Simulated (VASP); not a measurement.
Input of a VASP 6.6.1 run:

File INCAR:

```
SYSTEM = CsYPt2Se4
PREC = Accurate ; ENCUT = 520
EDIFF = 1E-6 ; ISMEAR = 0
SIGMA = 0.1 ; LREAL = .False.
LASPH = .True. ; NELM = 60
ALGO = Normal ; ISIF = 2
LWAVE = .False. ; LCHARG = .False.
GGA = PE ; NBANDS = 42
```

File KPOINTS:

```
Automatic mesh
0
Gamma
  8 8 4
  0 0 0
```

The input POSCAR:

```
CsYPt2Se4
1.0
    4.8394469687      0.0000000000      0.0000000000
    0.0000000000      4.8394469687      0.0000000000
    0.0000000000      0.0000000000      9.5765812461
Cs Y Pt Se
1 1 2 4
Direct
    0.5000000000      0.5000000000      0.0000000000
    0.5000000000      0.5000000000      0.5000000000
    0.0000000000      0.0000000000      0.7543937239
    0.0000000000      0.0000000000      0.2456062761
    0.5000000000      0.0000000000      0.6869329476
    0.0000000000      0.5000000000      0.6869329476
    0.5000000000      0.0000000000      0.3130670524
    0.0000000000      0.5000000000      0.3130670524
```

Potentials or basis: VASP PAW PBE potentials, release 64 (Cs_sv, Y_sv, Pt, Se).

Command:

```bash
$ cat potpaw_PBE.64/Cs_sv/POTCAR potpaw_PBE.64/Y_sv/POTCAR potpaw_PBE.64/Pt/POTCAR potpaw_PBE.64/Se/POTCAR > POTCAR
$ mpirun -np 1 vasp_std > vasp.out
```

Estimate the band gap on the k mesh.

zero (bands 32 and 33 overlap by 0.57 eV).

Estimate the largest force.

0.010 eV/Å.

Predict the pressure.

0.0 GPa.

Forces on the atoms (eV/Å):
```
Cs   0.000  0.000  0.000
Y    0.000  0.000  0.000
Pt   0.000  0.000  0.010
Pt   0.000  0.000 -0.010
Se   0.000  0.000 -0.010
Se   0.000  0.000 -0.010
Se   0.000  0.000  0.010
Se   0.000  0.000  0.010
```

Caveat: spin-orbit coupling is left out, which moves the levels of the heavy elements.
